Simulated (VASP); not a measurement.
# AlN (P1) in VASP: single point with PBEsol

Aim: the single point of AlN with PBEsol.

All numbers are computed with VASP 6.6.1; they aren't measurements. Logs are shortened: lines on timing, memory, paths and dates and some standing lists are left out, and cuts for length are marked.

### Step 1. The cell of the first run

The typed cell holds 16 atoms: a = 6.198 Å, b = 6.198 Å, c = 6.198 Å, α = 60.00°, β = 60.00°, γ = 60.00°.

### Step 2. Single point, PBEsol

Input file INCAR:

```
PREC = Accurate
ENCUT = 520
EDIFF = 1E-7
ISMEAR = -1
SIGMA = 0.0388
LREAL = Auto
LASPH = T
NELM = 100
ALGO = Normal
ISIF = 2
LWAVE = F
LCHARG = T
GGA = PS
LELF = T
LVHAR = T
NBANDS = 46
```

Input file KPOINTS:

```
Automatic mesh
0
Gamma
  2 2 2
  0.5 0.5 0.5
```

Input file POSCAR:

```
AlN
1.0
   -4.3824988109      4.3824988109      0.0000000000
   -4.3824988109      0.0000000000      4.3824988109
    0.0000000000      4.3824988109      4.3824988109
Al N
8 8
Direct
   -0.0217645239     -0.0013544784     -0.0079701105
    0.4814070901      0.0221337196      0.0076782679
   -0.0062719926      0.5019891836      0.0004606961
   -0.0025877931     -0.0042325168      0.4929724099
    0.4981433183      0.5205163991      0.0074100419
    0.4992028736     -0.0020673137      0.5164624333
    0.0128895643      0.4826126809      0.5057554139
    0.5085778904      0.5071796014      0.4976548983
    0.6125913813      0.6471173461      0.1183724223
    0.1200245619      0.6059452871      0.1306315243
    0.6237412987      0.1482783061      0.1237674038
    0.6244868779      0.6184346230      0.6282477460
    0.1204247902      0.1269708274      0.1178586743
    0.1249721959      0.6329992590      0.6117337655
    0.6054554980      0.1266911924      0.6342778675
    0.1330579939      0.1110456662      0.6180488842
```

Potentials or basis: VASP PAW PBE potentials, release 64 (Al, N).

Command:

```console
$ cat potpaw_PBE.64/Al/POTCAR potpaw_PBE.64/N/POTCAR > POTCAR
$ mpirun -np 1 vasp_std > vasp.out
```

OUTCAR:

```text
PREC = Accurate
   ENCUT = 520
   EDIFF = 1E-7
   ISMEAR = -1
   LREAL = Auto
   LASPH = T
   NELM = 100
   ISIF = 2
   GGA = PS

 ion  position               nearest neighbor table
   1  0.978  0.999  0.992-  11 1.81  16 1.90  10 1.99  13 2.01   2 2.96   3 3.01   7 3.01   4 3.04
                             6 3.10   5 3.11   5 3.12   6 3.12   4 3.16   3 3.20   7 3.20   2 3.24
   2  0.481  0.022  0.008-  13 1.83  15 1.89   9 1.90  11 1.95   1 2.96   3 3.00   4 3.01   5 3.06
                             6 3.07   8 3.09   8 3.12   6 3.14   5 3.14   4 3.20   3 3.20   1 3.24
   3  0.994  0.502  0.000-  10 1.83  13 1.90   9 1.93  14 1.97   5 2.99   2 3.00   1 3.01   8 3.05
                             7 3.07   4 3.10   4 3.10   7 3.13   8 3.15   1 3.20   2 3.20   5 3.21
   4  0.997  0.996  0.493-  14 1.84  13 1.90  16 1.90  15 1.98   2 3.01   6 3.01   1 3.04   7 3.10
                             3 3.10   8 3.10   8 3.10   3 3.10   7 3.11   1 3.16   6 3.19   2 3.20
   5  0.498  0.521  0.007-   9 1.78  11 1.88  12 1.93  10 1.93   3 2.99   6 3.00   8 3.03   7 3.05
                             2 3.06   1 3.11   1 3.12   2 3.14   7 3.16   8 3.17   6 3.20   3 3.21
   6  0.499  0.998  0.516-  15 1.79  16 1.86  12 1.92  11 1.99   5 3.00   7 3.01   4 3.01   2 3.07
                             8 3.07   1 3.10   1 3.12   8 3.13   2 3.14   7 3.19   4 3.19   5 3.20
   7  0.013  0.483  0.506-  14 1.87  16 1.88  10 1.90  12 1.97   6 3.01   1 3.01   5 3.05   3 3.07
                             8 3.08   4 3.10   4 3.11   8 3.13   3 3.13   5 3.16   6 3.19   1 3.20
   8  0.509  0.507  0.498-  12 1.81   9 1.92  15 1.93  14 1.94   5 3.03   3 3.05   6 3.07   7 3.08
                             2 3.09   4 3.10   4 3.10   2 3.12   7 3.13   6 3.13   3 3.15   5 3.17
   9  0.613  0.647  0.118-   5 1.78   2 1.90   8 1.92   3 1.93
  10  0.120  0.606  0.131-   3 1.83   7 1.90   5 1.93   1 1.99
  11  0.624  0.148  0.124-   1 1.81   5 1.88   2 1.95   6 1.99
  12  0.624  0.618  0.628-   8 1.81   6 1.92   5 1.93   7 1.97
  13  0.120  0.127  0.118-   2 1.83   3 1.90   4 1.90   1 2.01
  14  0.125  0.633  0.612-   4 1.84   7 1.87   8 1.94   3 1.97
  15  0.605  0.127  0.634-   6 1.79   2 1.89   8 1.93   4 1.98
  16  0.133  0.111  0.618-   6 1.86   7 1.88   1 1.90   4 1.90

  LATTYP: Found a face centered cubic cell.
 ALAT       =     8.7649976218

  Lattice vectors:

 A1 = (  -4.3824988109,   4.3824988109,   0.0000000000)
 A2 = (  -4.3824988109,   0.0000000000,   4.3824988109)
 A3 = (   0.0000000000,   4.3824988109,   4.3824988109)

Analysis of symmetry for initial positions (statically):
=====================================================================
 Subroutine PRICEL returns:
 Original cell was already a primitive cell.

 Routine SETGRP: Setting up the symmetry group for a
 face centered cubic supercell.

 Subroutine GETGRP returns: Found  1 space group operations
 (whereof  1 operations were pure point group operations)
 out of a pool of 48 trial point group operations.

The static configuration has the point symmetry C_1 .

Analysis of symmetry for dynamics (positions and initial velocities):
=====================================================================
 Subroutine PRICEL returns:
 Original cell was already a primitive cell.

 Routine SETGRP: Setting up the symmetry group for a
 face centered cubic supercell.

 Subroutine GETGRP returns: Found  1 space group operations
 (whereof  1 operations were pure point group operations)
 out of a pool of 48 trial point group operations.

The dynamic configuration has the point symmetry C_1 .

 Subroutine INISYM returns: Found  1 space group operations
 (whereof  1 operations are pure point group operations),
 and found     1 'primitive' translations

----------------------------------------------------------------------------------------

                                     Primitive cell

  volume of cell :     168.3431

  direct lattice vectors                    reciprocal lattice vectors
    -4.382498811  4.382498811  0.000000000    -0.114090162  0.114090162 -0.114090162
    -4.382498811  0.000000000  4.382498811    -0.114090162 -0.114090162  0.114090162
     0.000000000  4.382498811  4.382498811     0.114090162  0.114090162  0.114090162

  length of vectors
     6.197789255  6.197789255  6.197789255     0.197609958  0.197609958  0.197609958

  position of ions in fractional coordinates (direct lattice)
     0.978235476  0.998645522  0.992029890
     0.481407090  0.022133720  0.007678268
     0.993728007  0.501989184  0.000460696
     0.997412207  0.995767483  0.492972410
     0.498143318  0.520516399  0.007410042
     0.499202874  0.997932686  0.516462433
[... 8 lines left out ...]
     0.605455498  0.126691192  0.634277868
     0.133057994  0.111045666  0.618048884

  ion indices of the primitive-cell ions
   primitive index   ion index
                 1           1
                 2           2
                 3           3
                 4           4
                 5           5
                 6           6
[... 8 lines left out ...]
                15          15
                16          16

----------------------------------------------------------------------------------------

 KPOINTS: Automatic mesh

Automatic generation of k-mesh.
 Grid dimensions read from file:
 generate k-points for:    2    2    2

 Generating k-lattice:

  Cartesian coordinates                     Fractional coordinates (reciprocal lattice)
    -0.057045081  0.057045081 -0.057045081     0.500000000  0.000000000  0.000000000
    -0.057045081 -0.057045081  0.057045081     0.000000000  0.500000000  0.000000000
     0.057045081  0.057045081  0.057045081     0.000000000  0.000000000  0.500000000

  Length of vectors
     0.098804979  0.098804979  0.098804979

  Shift w.r.t. Gamma in fractional coordinates (k-lattice)
     0.500000000  0.500000000  0.500000000

 Subroutine IBZKPT returns following result:
 ===========================================

 Found     16 irreducible k-points:

 Following reciprocal coordinates:
            Coordinates               Weight
  0.250000  0.250000  0.250000      2.000000
  0.250000  0.000000  0.000000      2.000000
  0.000000  0.000000 -0.250000      2.000000
  0.000000  0.250000  0.000000      2.000000
 -0.250000  0.250000  0.250000      2.000000
  0.250000 -0.250000  0.250000      2.000000
[... 8 lines left out ...]
  0.000000  0.250000  0.500000      2.000000
  0.500000  0.250000  0.000000      2.000000
   k-points           NKPTS =     16   k-points in BZ     NKDIM =     16   number of bands    NBANDS=     46
   number of dos      NEDOS =    301   number of ions     NIONS =     16
   total plane-waves  NPLWV = 110592
   dimension x,y,z NGX =    48 NGY =   48 NGZ =   48
   dimension x,y,z NGXF=    96 NGYF=   96 NGZF=   96
   ions per type =               8   8
   NGX,Y,Z   is equivalent  to a cutoff of  12.88, 12.88, 12.88 a.u.
   NGXF,Y,Z  is equivalent  to a cutoff of  25.75, 25.75, 25.75 a.u.
 SYSTEM =  unknown system
   PREC   = accura    normal or accurate (medium, high low for compatibility)
   ISTART =      0    job   : 0-new  1-cont  2-samecut
   ICHARG =      2    charge: 1-file 2-atom 10-const
   ISPIN  =      1    spin polarized calculation?
   LNONCOLLINEAR =      F non collinear calculations
   LSORBIT =      F    spin-orbit coupling
   LASPH  =      T    aspherical Exc in radial PAW
   ENCUT  =  520.0 eV  38.22 Ry    6.18 a.u.  11.52 11.52 11.52*2*pi/ulx,y,z
   NELM   =    100;   NELMIN=  2; NELMDL= -5     # of ELM steps
   EDIFF  = 0.1E-06   stopping-criterion for ELM
   LREAL  =      T    real-space projection
   EDIFFG = 0.1E-05   stopping-criterion for IOM
   NSW    =      0    number of steps for IOM
   IBRION =     -1    ionic relax: 0-MD 1-quasi-New 2-CG
   NFREE  =      0    steps in history (QN), initial steepest desc. (CG)
   ISIF   =      2    stress and relaxation
   ISYM   =      2    0-nonsym 1-usesym 2-fastsym
   POTIM  = 0.5000    time-step for ionic-motion
   TEBEG  =    0.0;   TEEND  =   0.0 temperature during run
   PSTRESS=    0.0 pullay stress
   NELECT =      64.0000    total number of electrons
   NUPDOWN=      -1.0000    fix difference up-down
   EMIN   =  10.00;   EMAX   =-10.00  energy-range for DOS
   EFERMI =   0.00;   METHOD = LEGACY
   ISMEAR =    -1;   SIGMA  =   0.04  broadening in eV -4-tet -1-fermi 0-gaus
   EFERMI_NEDOS =   21; number of points for ismear=-14 and -15
   IALGO  =     38    algorithm
   IMIX   =      4    mixing-type and parameters
     AMIX     =   0.40;   BMIX     =  1.00
     AMIX_MAG =   1.60;   BMIX_MAG =  1.00
  volume/ion in A,a.u.               =      10.52        71.00
  Fermi-wavevector in a.u.,A,eV,Ry     =   1.185959  2.241138 19.136578  1.406499
  Thomas-Fermi vector in A             =   2.322142
   LORBIT       =      0    0 simple, 1 ext, 2 COOP (PROOUT), +10 PAW based schemes
   GGA     = PS    functional components
   LHFCALC =     F    Hartree Fock is set to
   AEXX    =    0.0000 exact exchange contribution
   IVDW    =     0    specifies the selected vdW correction
   LEPSILON=     F    determine dielectric tensor
   LRPA    =     F    only Hartree local field effects (RPA)
 non-spin polarized calculation
  energy-cutoff  :      520.00
  volume of cell :      168.34
 maximum number of plane-waves:      4537
 NGX is ok and might be reduce to    48
   NGX = 23   NGY = 23   NGZ = 23

 number of electron      64.0000000 magnetization

 Free energy of the ion-electron system (eV)
  ---------------------------------------------------
  ext. energy  EPLUGINS =         0.00000000
  ---------------------------------------------------
  free energy    TOTEN  =      -123.93144255 eV

  energy without entropy =     -123.93144255  energy(sigma->0) =     -123.93144255

 E-fermi :   6.7279     XC(G=0): -11.0879

 val. band max:        5.8288247017   @ k =   0.0000   0.2500   0.0000
 cond. band min:       9.6664962168   @ k =   0.0000   0.2500   0.0000
 fundamental gap:      3.8376715151
 Fermi energy:         6.7278832481

 k-point     1 :       0.2500    0.2500    0.2500
  band No.  band energies     occupation
      1      -8.8982      2.00000
      2      -7.5082      2.00000
      3      -7.0982      2.00000
      4      -6.9513      2.00000
      5      -6.9047      2.00000
      6      -6.6658      2.00000
[... 741 lines left out ...]
     43      15.3378      0.00000
     44      15.5426      0.00000
 [bands above 44 left out]

------------------------ aborting loop because EDIFF is reached ----------------------------------------

  FORCE on cell =-STRESS in cart. coord.  units (eV):
  Direction    XX          YY          ZZ          XY          YZ          ZX
  --------------------------------------------------------------------------------------
  -------------------------------------------------------------------------------------
  Total        0.4692997      0.6717717      0.4768041     -2.6336494      0.9303559     -2.0977769
  in kB        4.4664808      6.3934739      4.5379021    -25.0653129      8.8545050    -19.9652370
  external PRESSURE =       5.1326189 kB  Pullay stress =       0.0000000 kB

 VOLUME and BASIS-vectors are now :
 -----------------------------------------------------------------------------
  energy-cutoff  :      520.00
  volume of cell :      168.34
      direct lattice vectors                 reciprocal lattice vectors
    -4.382498811  4.382498811  0.000000000    -0.114090162  0.114090162 -0.114090162
    -4.382498811  0.000000000  4.382498811    -0.114090162 -0.114090162  0.114090162
     0.000000000  4.382498811  4.382498811     0.114090162  0.114090162  0.114090162

 POSITION                                       TOTAL-FORCE (eV/Angst)
 -----------------------------------------------------------------------------------
     -8.66368      8.63469      8.72413        -0.975508      2.036901     -0.192667
     -2.20677      2.14342      0.13065        -0.525770      0.409444     -0.430667
     -6.55498      4.35703      2.20199         0.050052     -0.620942     -0.724247
     -8.73511      6.53161      6.52440        -0.138652     -0.562641      0.536219
     -4.46428      2.21559      2.31364         1.515163     -1.437576     -1.487386
     -6.56119      4.45115      6.63683         0.256459     -1.100732     -1.732131
[... 8 lines left out ...]
     -3.20863      5.43313      3.33495        -2.017018      1.114820      0.437450
     -1.06978      3.29173      3.19526         0.590421     -0.278172      0.713423
 -----------------------------------------------------------------------------------
    total drift:                               -0.005772     -0.000505     -0.003904

  FREE ENERGIE OF THE ION-ELECTRON SYSTEM (eV)
  ---------------------------------------------------
  free  energy   TOTEN  =      -123.9314425467 eV

  energy  without entropy=     -123.9314425467  energy(sigma->0) =     -123.93144255
```

Wall time 5.6 min (1 thread of Intel Xeon Platinum 8259CL at 2.50GHz (Skylake/Cascade Lake), shared host); peak memory 0.34 GiB.

Results:

| Property | Result |
| --- | --- |
| Free energy | -123.9314 eV |
| Pressure | 0.5 GPa |
| Largest force | 2.564 eV/Å |
| Band gap on the k mesh | 3.84 eV |

Forces in eV/Å, atoms in the order of the input:
```
Al  -0.976  2.037 -0.193
Al  -0.526  0.409 -0.431
Al   0.050 -0.621 -0.724
Al  -0.139 -0.563  0.536
Al   1.515 -1.438 -1.487
Al   0.256 -1.101 -1.732
Al   0.110 -1.176  0.310
Al   1.214 -0.908 -0.279
N   -0.803  1.619  0.679
N   -1.438 -0.094  1.155
N    1.705 -0.191 -0.015
N   -1.161  0.869  0.711
N    0.865 -0.792  0.398
N    0.753  1.111 -0.078
N   -2.017  1.115  0.437
N    0.590 -0.278  0.713
```

Stress tensor (GPa, compression positive):
```
 0.45 -2.51 -2.00
-2.51  0.64  0.89
-2.00  0.89  0.45
```

Levels at points of the mesh, in eV from the valence-band top:
```csv
k point,band 30,band 31,band 32,band 33,band 34,band 35
"(0.25, 0.25, 0.25)",-0.33,-0.05,-0.01,3.85,3.92,4.11
```

Caveat: the k points lie up to 0.62 Å⁻¹ apart; the atoms stand as in a frame of molecular dynamics; the PAW data sets were made with another functional, which shifts forces and pressure a little; a shifted mesh leaves out Γ, where band edges can lie.
